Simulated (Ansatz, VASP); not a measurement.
**CaMg2: VASP beside Ansatz**

Contents of INCAR:

```
SYSTEM = CaMg2
PREC     = Accurate       ! precision mode
ENCUT    = 600            ! plane-wave cutoff, eV
EDIFF    = 1E-6           ! SCF threshold, eV
ISMEAR   = -1             ! smearing method
SIGMA    = 0.1            ! smearing width, eV
LREAL    = .False.        ! projectors in reciprocal space
LASPH    = .True.         ! aspherical terms in the spheres
NELM     = 120            ! most SCF steps
ALGO     = Normal         ! electronic algorithm
ISIF     = 2              ! what is computed and relaxed
LWAVE    = .False.        ! write WAVECAR
LCHARG   = .True.         ! write CHGCAR
GGA      = CA             ! functional
LELF     = .True.         ! ELF
LVHAR    = .True.       
NBANDS   = 23             ! bands
GGA_COMPAT= .False.
```

KPOINTS

```
regular mesh
0
Gamma
  9 9 2
  0 0 0
```

Contents of POSCAR:

```
CaMg2
1.0
    3.4682900000      0.0000000000      0.0000000000
   -1.7341450000      3.0036272477      0.0000000000
    0.0000000000      0.0000000000     16.7985200000
Ca Mg
2 4
Direct
    0.3333333333      0.6666666667      0.7500000000
    0.6666666667      0.3333333333      0.2500000000
    0.6666666667      0.3333333333      0.5790600000
    0.3333333333      0.6666666667      0.0790600000
    0.3333333333      0.6666666667      0.4209400000
    0.6666666667      0.3333333333      0.9209400000
```

Input for Ansatz:

```yaml
crystal:
  lattice:
    a: 3.46829
    b: 3.46829
    c: 16.79852
    alpha: 90.0
    beta: 90.0
    gamma: 120.0
  space_group: 194
  atoms:
    - { symbol: Ca, position: [0.3333333333333333, 0.6666666666666666, 0.75] }
    - { symbol: Mg, position: [0.6666666666666666, 0.3333333333333333, 0.57906] }
kpoints:
  mp_grid:
    grid: [9, 9, 2]
hamiltonian:
  xc: lda
  pseudopotentials:
    kind: paw
scf:
  occupations:
    method: fermi_dirac
    width: 0.1
output:
  stress: true
```

Alike in both runs: task single point; functional LDA; k mesh 9 × 9 × 2; occupations fermi-dirac, width 0.1 eV; no spin polarisation.

|  | VASP | Ansatz |
| --- | --- | --- |
| version | VASP 6.6.1 | Ansatz 0.2.0 |
| potentials or method | VASP PAW LDA potentials, release 64 (Ca_sv, Mg) | plane waves, PAW |
| plane-wave cutoff (eV) | 600 | 420 |
| valence electrons in the cell | 28 | 60 |

|  | VASP | Ansatz | Ansatz less VASP |
| --- | --- | --- | --- |
| pressure (GPa) | -2.0 | -1.8 | +0.20 |
| traceless stress, the component that is largest in VASP (GPa) | -1.61 | -1.54 | +0.062 |

LDA's correlation is that of Perdew and Zunger in VASP and of Perdew and Wang (1992) in Ansatz. VASP's potentials hold 28 valence electrons a cell and Ansatz's 60, so a difference there can come from the potentials and not from the codes.
